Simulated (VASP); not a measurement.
Write the native input for VASP 6.6.1 that does the following.

| Property | Result |
| --- | --- |
| Task | relaxation of cell and atoms |
| Functional | PBEsol |
| Dispersion | D3(BJ) |
| Potentials or basis | VASP PAW PBE potentials, release 64 (N, B) |
| Cutoff | 600 eV |
| k mesh | 12 × 12 × 6 |
| Occupations | fermi-dirac, width 0.05 eV |
| Spin | no spin polarisation |
| Dipole correction | no |
| Further INCAR settings | ALGO = Normal; EDIFF = 1e-07; IBRION = 2; EDIFFG = -0.01; NSW = 60; ISIF = 3 |

The structure of BN lies in POSCAR:

```
BN
1.0
    2.5539396017      0.0000000000      0.0000000000
   -1.2769698009      2.2117765748      0.0000000000
    0.0000000000      0.0000000000      4.2268550000
N B
2 2
Direct
    0.3333333333      0.6666666667      0.1252760000
    0.6666666667      0.3333333333      0.6252760000
    0.3333333333      0.6666666667      0.4997240000
    0.6666666667      0.3333333333      0.9997240000
```

The input as run:

INCAR

```
PREC = Accurate
ENCUT = 600
EDIFF = 1E-7
ISMEAR = -1
SIGMA = 0.05
LREAL = False
LASPH = True
NELM = 60
ALGO = Normal
ISIF = 3
LWAVE = False
LCHARG = False
GGA = PS
IVDW = 12
IBRION = 2
NSW = 60
EDIFFG = -0.01
```

KPOINTS

```
regular mesh
0
Gamma
  12 12 6
```

Potentials or basis: VASP PAW PBE potentials, release 64 (N, B).

Run with:

```console
$ cat potpaw_PBE.64/N/POTCAR potpaw_PBE.64/B/POTCAR > POTCAR
$ mpirun -np 1 vasp_std > vasp.out
```

Results of the run:

| Property | Result |
| --- | --- |
| Relaxed volume | 5.82 Å³/atom |
| Relaxed cell | a = 2.533 Å, b = 2.533 Å, c = 4.190 Å, α = 90.00°, β = 90.00°, γ = 120.00° |
| Space group after relaxing (to 0.05 Å) | P6_3mc (No. 186) |
| Energy gained by relaxing | 4.5 meV/atom |
| Ionic steps | 6 |
| Pressure after relaxing | 0.0 GPa |
| Band gap on the k mesh | 4.92 eV, indirect (least direct gap 8.27 eV) |
| Dispersion energy per atom | -0.146 eV |

Caveat: the PAW data sets were made with another functional, which shifts forces and pressure a little.

Run time: 52 s on 1 thread of Intel(R) Xeon(R) Platinum 8488C (Sapphire Rapids), on a shared host, peak memory 0.16 GiB.
